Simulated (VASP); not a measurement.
Here is a VASP 6.6.1 calculation.

File INCAR:

```
SYSTEM = As
PREC = Accurate
ENCUT = 520
EDIFF = 1E-6
ISMEAR = -1
SIGMA = 0.08
LREAL = .FALSE.
LASPH = .TRUE.
NELM = 60
ALGO = Normal
ISIF = 2
LWAVE = .FALSE.
LCHARG = .FALSE.
GGA = PS
NBANDS = 12
```

File KPOINTS:

```
regular mesh
0
G
  14 14 8
  0 0 0
```

Contents of POSCAR:

```
As
1.0
    2.4672614972      0.0000000000      0.0000000000
   -1.2336307486      2.1367111344      0.0000000000
    0.0000000000      0.0000000000      4.0491111110
As
2
Direct
    0.3333333333      0.6666666667      0.2500000000
    0.6666666667      0.3333333333      0.7500000000
```

Potentials or basis: VASP PAW PBE potentials, release 64 (As).

Command:

```console
$ cat potpaw_PBE.64/As/POTCAR > POTCAR
$ mpirun -np 1 vasp_std > vasp.out
```

What does it give for the band gap on the k mesh?

Zero (band 5 reaches 24.72 eV, above the bottom of band 6 at 8.29 eV).

Estimate the pressure.

163.0 GPa.

Stress tensor (GPa, compression positive):
```
163.07   0.00   0.00
  0.00 163.07   0.00
  0.00   0.00 162.88
```

Caveat: the PAW data sets were made with another functional, which shifts forces and pressure a little.
